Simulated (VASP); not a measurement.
Here is a VASP 6.6.1 calculation.

The input INCAR:

```
PREC = Accurate
ENCUT = 910
EDIFF = 1E-6
ISMEAR = 0
SIGMA = 0.02
LREAL = F
LASPH = T
NELM = 120
ALGO = Normal
ISIF = 2
LWAVE = F
LCHARG = F
GGA = PE
NBANDS = 28
GGA_COMPAT = F
```

The input KPOINTS:

```
Automatic mesh
0
Gamma
  8 8 8
```

POSCAR

```
BaTiO3
1.0
    3.9540392630      0.0000000000      0.0000000000
    0.0000000000      3.9540392630      0.0000000000
    0.0000000000      0.0000000000      4.0127041487
Ba Ti O
1 1 3
Direct
    0.0000000000      0.0000000000      0.0008432595
    0.5000000000      0.5000000000      0.4868592247
    0.5000000000      0.5000000000      0.0234865291
    0.5000000000      0.0000000000      0.5159054933
    0.0000000000      0.5000000000      0.5159054933
```

Potentials or basis: VASP PAW PBE potentials, release 64 (Ba_sv, Ti_sv, O_h).

Run with:

```bash
$ cat potpaw_PBE.64/Ba_sv/POTCAR potpaw_PBE.64/Ti_sv/POTCAR potpaw_PBE.64/O_h/POTCAR > POTCAR
$ mpirun -np 1 vasp_std > vasp.out
```

Problem. Estimate the largest force.

Solution. 0.030 eV/Å.

Problem. Predict the band gap on the k mesh.

Solution. 1.83 eV (least direct gap 2.17 eV).

Stress tensor (GPa, compression positive):
```
9.00 0.00 0.00
0.00 9.00 0.00
0.00 0.00 8.90
```

Caveat: the cutoff is under 1.25 times the usual one of these potentials, so pressure, stress and relaxed cells hold a basis-set (Pulay) error; the cell stands under pressure; spin-orbit coupling is left out, which moves the levels of the heavy elements. A k mesh can miss the band edges.
